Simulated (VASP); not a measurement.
Runs of VASP 6.6.1 on MgO2. The structure is that of space group R-3m (No. 166), or close to it. The cells are those of the table. 

| cell | gap on the mesh (eV) | pressure (GPa) | largest force (eV/Å) |
| --- | --- | --- | --- |
| a = 4.014 Å, angles 43.2°, 3 atoms | 1.70 | 8.2 | 1.99 |
| a = 4.141 Å, angles 41.8°, 3 atoms | 0.96 | 0.8 | 2.28 |
| a = 4.046 Å, angles 44.8°, 3 atoms | 1.95 | (a) | 1.32 |
| a = 3.763 Å, angles 46.2°, 3 atoms | 3.55 | 31.0 | 0.14 |
| a = 3.710 Å, angles 51.3°, 3 atoms | 3.85 | 14.0 | 3.54 |
| a = 3.990 Å, angles 49.4°, 3 atoms | (c) | -12.0 | 0.47 |
| a = 4.079 Å, angles 46.3°, 3 atoms | (b) | -12.0 | 0.83 |
| a = 3.787 Å, angles 54.5°, 3 atoms | 2.73 | -2.0 | 4.53 |
| a = 3.674 Å, angles 49.6°, 3 atoms | 4.32 | 27.8 | 2.77 |
| a = 3.906 Å, angles 52.7°, 3 atoms | 3.06 | -10.0 | 2.31 |
| a = 4.172 Å, angles 43.3°, 3 atoms | 1.24 | -9.8 | 1.72 |
| a = 3.797 Å, angles 47.9°, 3 atoms | 3.74 | 14.1 | 0.77 |

Alike in all rows: task single point; level r2SCAN; potentials or basis VASP PAW PBE potentials, release 64 (Mg, O); no spin polarisation; k mesh 12 × 12 × 12; cutoff (eV) 520; smearing gaussian 0.05 eV.

Question: Estimate the missing entries.

Answer: (a) -4.1; (b) 2.13; (c) 2.99.

Caveats: the PAW data sets were made with another functional, which shifts forces and pressure a little; the cell stands under pressure (at least some runs); the cell stands under tension (at least some runs).

A k mesh can miss the band edges.
